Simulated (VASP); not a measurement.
EuMn2As2:

```
As Eu Mn
1.0
     4.28700    0.00000    0.00000
    -2.14350    3.71265    0.00000
     0.00000    0.00000    7.22500
As Eu Mn
2 1 2
Cartesian
  0.0000 2.4751 1.8785
  2.1435 1.2376 5.3465
  0.0000 0.0000 0.0000
  0.0000 2.4751 4.4795
  2.1435 1.2376 2.7455
```

Base run:

- Program: VASP 6.6.1
- Functional: PBEsol
- Potentials or basis: VASP PAW PBE potentials, release 64 (As, Eu, Mn_pv)
- Cutoff: 520 eV
- k mesh: 6 × 6 × 3
- Occupations: fermi-dirac, width 0.1 eV
- Spin: collinear spin, ferromagnetic start
- Starting moments: [0.0, 0.0, 7.0, 4.5, 4.5] μB

Its results: pressure -6.6 GPa; net moment 15.10 μB per cell; site moments As -0.06; Eu +6.53; Mn +3.82 μB; largest force 0.296 eV/Å.

Q: The run is repeated on the same cell with these changes: spin from collinear spin, ferromagnetic start to collinear spin, ferrimagnetic start; moments at the start from [0.0, 0.0, 7.0, 4.5, 4.5] to [0.0, 0.0, 7.0, -4.5, 4.5]. What comes out?

A: Pressure -7.5 GPa; net moment 6.84 μB per cell; site moments As -0.03, -0.01; Eu +6.51; Mn -3.82, +3.82 μB; largest force 0.668 eV/Å.

Caveats: the cell stands under tension; the PAW data sets were made with another functional, which shifts forces and pressure a little; the run started ferromagnetic, and an antiferromagnetic order may lie lower in energy (at least some runs).
